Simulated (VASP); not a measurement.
# Sb (P6/mmm) in VASP: further runs, part 2 of 2

VASP 6.6.1. Earlier steps stand in the parts before.

## Step 3: Single point, PBE (volume scaled by 0.68)

File INCAR:

```
PREC = Accurate ; ENCUT = 520
EDIFF = 1E-7 ; ISMEAR = -1
SIGMA = 0.1 ; LREAL = F
LASPH = T ; NELM = 80
ALGO = Normal ; ISIF = 2
LWAVE = F ; LCHARG = F
GGA = PE ; NBANDS = 14
```

File KPOINTS:

```
Automatic mesh
0
Gamma
  7 7 9
```

File POSCAR:

```
Sb
1.0
    4.7775651733      0.0000000000      0.0000000000
   -2.3887825867      4.1374928083      0.0000000000
    0.0000000000      0.0000000000      2.8508265713
Sb
3
Direct
    0.0000000000      0.0000000000      0.0000000000
    0.3333333333      0.6666666667      0.5000000000
    0.6666666667      0.3333333333      0.5000000000
```

Potentials or basis: VASP PAW PBE potentials, release 64 (Sb).

Run with:

```
$ cat potpaw_PBE.64/Sb/POTCAR > POTCAR
$ mpirun -np 1 vasp_std > vasp.out
```

OUTCAR:

```text
PREC = Accurate
   ENCUT = 520
   EDIFF = 1E-7
   ISMEAR = -1
   LREAL = F
   LASPH = T
   NELM = 80
   ISIF = 2
   GGA = PE

 ion  position               nearest neighbor table
   1  0.000  0.000  0.000-   2 3.10   3 3.10   2 3.10   3 3.10   3 3.10   3 3.10   2 3.10   2 3.10
                             3 3.10   3 3.10   2 3.10   2 3.10
   2  0.333  0.667  0.500-   3 2.76   3 2.76   3 2.76   1 3.10   1 3.10   1 3.10   1 3.10   1 3.10
                             1 3.10
   3  0.667  0.333  0.500-   2 2.76   2 2.76   2 2.76   1 3.10   1 3.10   1 3.10   1 3.10   1 3.10
                             1 3.10

  LATTYP: Found a hexagonal cell.
 ALAT       =     4.7775651733
 C/A-ratio  =     0.5967111840

  Lattice vectors:

 A1 = (   4.7775651733,   0.0000000000,   0.0000000000)
 A2 = (  -2.3887825867,   4.1374928083,   0.0000000000)
 A3 = (   0.0000000000,   0.0000000000,   2.8508265713)

Analysis of symmetry for initial positions (statically):
=====================================================================
 Subroutine PRICEL returns:
 Original cell was already a primitive cell.

 Routine SETGRP: Setting up the symmetry group for a
 hexagonal supercell.

 Subroutine GETGRP returns: Found 24 space group operations
 (whereof 24 operations were pure point group operations)
 out of a pool of 24 trial point group operations.

The static configuration has the point symmetry D_6h.

Analysis of symmetry for dynamics (positions and initial velocities):
=====================================================================
 Subroutine PRICEL returns:
 Original cell was already a primitive cell.

 Routine SETGRP: Setting up the symmetry group for a
 hexagonal supercell.

 Subroutine GETGRP returns: Found 24 space group operations
 (whereof 24 operations were pure point group operations)
 out of a pool of 24 trial point group operations.

The dynamic configuration has the point symmetry D_6h.

 Subroutine INISYM returns: Found 24 space group operations
 (whereof 24 operations are pure point group operations),
 and found     1 'primitive' translations

----------------------------------------------------------------------------------------

                                     Primitive cell

  volume of cell :      56.3527

  direct lattice vectors                    reciprocal lattice vectors
     4.777565173  0.000000000  0.000000000     0.209311640  0.120846132  0.000000000
    -2.388782587  4.137492808  0.000000000     0.000000000  0.241692263  0.000000000
     0.000000000  0.000000000  2.850826571     0.000000000  0.000000000  0.350775459

  length of vectors
     4.777565173  4.777565173  2.850826571     0.241692263  0.241692263  0.350775459

  position of ions in fractional coordinates (direct lattice)
     0.000000000  0.000000000  0.000000000
     0.333333333  0.666666667  0.500000000
     0.666666667  0.333333333  0.500000000

  ion indices of the primitive-cell ions
   primitive index   ion index
                 1           1
                 2           2
                 3           3

----------------------------------------------------------------------------------------

 KPOINTS: Automatic mesh

Automatic generation of k-mesh.
 Grid dimensions read from file:
 generate k-points for:    7    7    9

 Generating k-lattice:

  Cartesian coordinates                     Fractional coordinates (reciprocal lattice)
     0.029901663  0.017263733  0.000000000     0.142857143  0.000000000  0.000000000
     0.000000000  0.034527466  0.000000000     0.000000000  0.142857143  0.000000000
     0.000000000  0.000000000  0.038975051     0.000000000  0.000000000  0.111111111

  Length of vectors
     0.034527466  0.034527466  0.038975051

  Shift w.r.t. Gamma in fractional coordinates (k-lattice)
     0.000000000  0.000000000  0.000000000

 Subroutine IBZKPT returns following result:
 ===========================================

 Found     40 irreducible k-points:

 Following reciprocal coordinates:
            Coordinates               Weight
  0.000000  0.000000  0.000000      1.000000
  0.142857 -0.000000  0.000000      6.000000
  0.285714  0.000000  0.000000      6.000000
  0.428571 -0.000000  0.000000      6.000000
  0.142857  0.142857  0.000000      6.000000
  0.285714  0.142857  0.000000     12.000000
[... 16 lines left out ...]
  0.428571  0.142857  0.222222     12.000000
  0.285714  0.285714  0.222222     12.000000
 [... further k-points ...]
   k-points           NKPTS =     40   k-points in BZ     NKDIM =     40   number of bands    NBANDS=     14
   number of dos      NEDOS =    301   number of ions     NIONS =      3
   total plane-waves  NPLWV =  31104
   dimension x,y,z NGX =    36 NGY =   36 NGZ =   24
   dimension x,y,z NGXF=    72 NGYF=   72 NGZF=   48
   ions per type =               3
   NGX,Y,Z   is equivalent  to a cutoff of  12.53, 12.53, 14.00 a.u.
   NGXF,Y,Z  is equivalent  to a cutoff of  25.05, 25.05, 27.99 a.u.
 SYSTEM =  unknown system
   PREC   = accura    normal or accurate (medium, high low for compatibility)
   ISTART =      0    job   : 0-new  1-cont  2-samecut
   ICHARG =      2    charge: 1-file 2-atom 10-const
   ISPIN  =      1    spin polarized calculation?
   LNONCOLLINEAR =      F non collinear calculations
   LSORBIT =      F    spin-orbit coupling
   LASPH  =      T    aspherical Exc in radial PAW
   ENCUT  =  520.0 eV  38.22 Ry    6.18 a.u.   8.88  8.88  5.30*2*pi/ulx,y,z
   NELM   =     80;   NELMIN=  2; NELMDL= -5     # of ELM steps
   EDIFF  = 0.1E-06   stopping-criterion for ELM
   LREAL  =      F    real-space projection
   EDIFFG = 0.1E-05   stopping-criterion for IOM
   NSW    =      0    number of steps for IOM
   IBRION =     -1    ionic relax: 0-MD 1-quasi-New 2-CG
   NFREE  =      0    steps in history (QN), initial steepest desc. (CG)
   ISIF   =      2    stress and relaxation
   ISYM   =      2    0-nonsym 1-usesym 2-fastsym
   POTIM  = 0.5000    time-step for ionic-motion
   TEBEG  =    0.0;   TEEND  =   0.0 temperature during run
   PSTRESS=    0.0 pullay stress
   NELECT =      15.0000    total number of electrons
   NUPDOWN=      -1.0000    fix difference up-down
   EMIN   =  10.00;   EMAX   =-10.00  energy-range for DOS
   EFERMI =   0.00;   METHOD = LEGACY
   ISMEAR =    -1;   SIGMA  =   0.10  broadening in eV -4-tet -1-fermi 0-gaus
   EFERMI_NEDOS =   21; number of points for ismear=-14 and -15
   IALGO  =     38    algorithm
   IMIX   =      4    mixing-type and parameters
     AMIX     =   0.40;   BMIX     =  1.00
     AMIX_MAG =   1.60;   BMIX_MAG =  1.00
  volume/ion in A,a.u.               =      18.78       126.76
  Fermi-wavevector in a.u.,A,eV,Ry     =   1.053094  1.990059 15.088948  1.109006
  Thomas-Fermi vector in A             =   2.188202
   LORBIT       =      0    0 simple, 1 ext, 2 COOP (PROOUT), +10 PAW based schemes
   GGA     = PE    functional components
[... 5 lines left out ...]
 non-spin polarized calculation
  energy-cutoff  :      520.00
  volume of cell :       56.35
 maximum number of plane-waves:      1531
 NGX is ok and might be reduce to    36
   NGX = 17   NGY = 17   NGZ = 11

 number of electron      14.9999999 magnetization

 Free energy of the ion-electron system (eV)
  ---------------------------------------------------
  ext. energy  EPLUGINS =         0.00000000
  ---------------------------------------------------
  free energy    TOTEN  =        -8.54384109 eV

  energy without entropy =       -8.49150203  energy(sigma->0) =       -8.51767156

 E-fermi :  14.1766     XC(G=0): -11.8730

 val. band max:       14.1717049738   @ k =   0.4286  -0.0000   0.1111
 cond. band min:      14.1994795466   @ k =   0.2857   0.1429   0.0000
 fundamental gap:      0.0277745728
 Fermi energy:        14.1765952450

 k-point     1 :       0.0000    0.0000    0.0000
  band No.  band energies     occupation
      1      -2.3205      2.00000
      2       5.6309      2.00000
      3       5.7748      2.00000
      4       8.0909      2.00000
      5       8.0909      2.00000
      6       8.3554      2.00000
      7       8.3554      2.00000
      8      16.1173      0.00000
      9      20.2199      0.00000
     10      22.7843      0.00000
     11      22.7843      0.00000
     12      23.4469      0.00000
     13      23.5110      0.00000
     14      25.5153      0.00000
[... 377 lines left out ...]
      1       0.9633      2.00000
      2       2.2509      2.00000
      3       2.3753      2.00000
      4      10.2343      2.00000
      5      10.7900      2.00000
      6      12.5251      2.00000
      7      12.9899      1.99999
      8      13.6005      1.99372
      9      14.2565      0.62040
     10      18.0749      0.00000
     11      18.2833      0.00000
     12      19.3098      0.00000
     13      21.7237      0.00000
     14      22.0201      0.00000

 [... further k-points ...]
[... 5 lines left out ...]
  --------------------------------------------------------------------------------------
  -------------------------------------------------------------------------------------
  Total       19.3607398     19.3607398     19.4651938     -0.0000000      0.0000000      0.0000000
  in kB      550.4499801    550.4499801    553.4197390     -0.0000000      0.0000000      0.0000000
  external PRESSURE =     551.4398997 kB  Pullay stress =       0.0000000 kB

 VOLUME and BASIS-vectors are now :
 -----------------------------------------------------------------------------
  energy-cutoff  :      520.00
  volume of cell :       56.35
      direct lattice vectors                 reciprocal lattice vectors
     4.777565173  0.000000000  0.000000000     0.209311640  0.120846132  0.000000000
    -2.388782587  4.137492808  0.000000000     0.000000000  0.241692263  0.000000000
     0.000000000  0.000000000  2.850826571     0.000000000  0.000000000  0.350775459

 POSITION                                       TOTAL-FORCE (eV/Angst)
 -----------------------------------------------------------------------------------
      0.00000      0.00000      0.00000         0.000000      0.000000      0.000000
     -0.00000      2.75833      1.42541        -0.000000      0.000000      0.000000
      2.38878      1.37916      1.42541         0.000000      0.000000      0.000000
 -----------------------------------------------------------------------------------
    total drift:                               -0.000000     -0.000000     -0.000000

  FREE ENERGIE OF THE ION-ELECTRON SYSTEM (eV)
  ---------------------------------------------------
  free  energy   TOTEN  =        -8.5438410854 eV

  energy  without entropy=       -8.4915020262  energy(sigma->0) =       -8.51767156
```

It took 13 s on 1 thread of Intel Xeon 6975P-C (Granite Rapids), shared host; peak memory 0.18 GiB.

Results:

| Quantity | Value |
| --- | --- |
| Free energy | -8.5438 eV |
| Pressure | 55.1 GPa |

Stress tensor (GPa, compression positive):
```
55.04  0.00  0.00
 0.00 55.04  0.00
 0.00  0.00 55.34
```

Levels at points of the mesh, in eV from the Fermi level:
| k point | band 6 | band 7 | band 8 | band 9 | band 10 | band 11 |
| --- | --- | --- | --- | --- | --- | --- |
| (0.00, 0.00, 0.00) | -5.82 | -5.82 | 1.94 | 6.04 | 8.61 | 8.61 |

Caveat: the cell differs from its parent crystal (volume scaled by 0.68); spin-orbit coupling is left out, which moves the levels of the heavy elements.

## Step 4: Single point, PBE

This run uses another cell than the first one, of 27.62 Å³/atom, 1.471 times its volume.

File INCAR:

```
ALGO = Normal
EDIFF = 1E-6
ENCUT = 520
GGA = PE
ISIF = 2
ISMEAR = -1
LASPH = T
LCHARG = F
LREAL = F
LWAVE = F
NBANDS = 14
NELM = 80
PREC = Accurate
SIGMA = 0.1
```

File KPOINTS:

```
k-points
0
Gamma
  7 7 9
```

File POSCAR:

```
Sb
1.0
    5.4563442636      0.0000000000      0.0000000000
   -2.7281721318      4.7253327441      0.0000000000
    0.0000000000      0.0000000000      3.2141903865
Sb
3
Direct
    0.0000000000      0.0000000000      0.0000000000
    0.3333333333      0.6666666667      0.5000000000
    0.6666666667      0.3333333333      0.5000000000
```

Run with:

```
$ cat potpaw_PBE.64/Sb/POTCAR > POTCAR
$ mpirun -np 1 vasp_std > vasp.out
```

It took 24 s on 1 thread of Intel Xeon Platinum 8259CL at 2.50GHz (Skylake/Cascade Lake), shared host; peak memory 0.21 GiB.

It converged, with:

```yaml
Free_energy: -11.7127 eV
Pressure: -0.1 GPa
```

Levels at points of the mesh, in eV from the Fermi level:
```csv
k point,band 5,band 6,band 7,band 8,band 9,band 10
"(0.00, 0.00, 0.00)",-3.92,-3.67,-3.67,1.81,5.07,5.07
```

Caveat: spin-orbit coupling is left out, which moves the levels of the heavy elements.
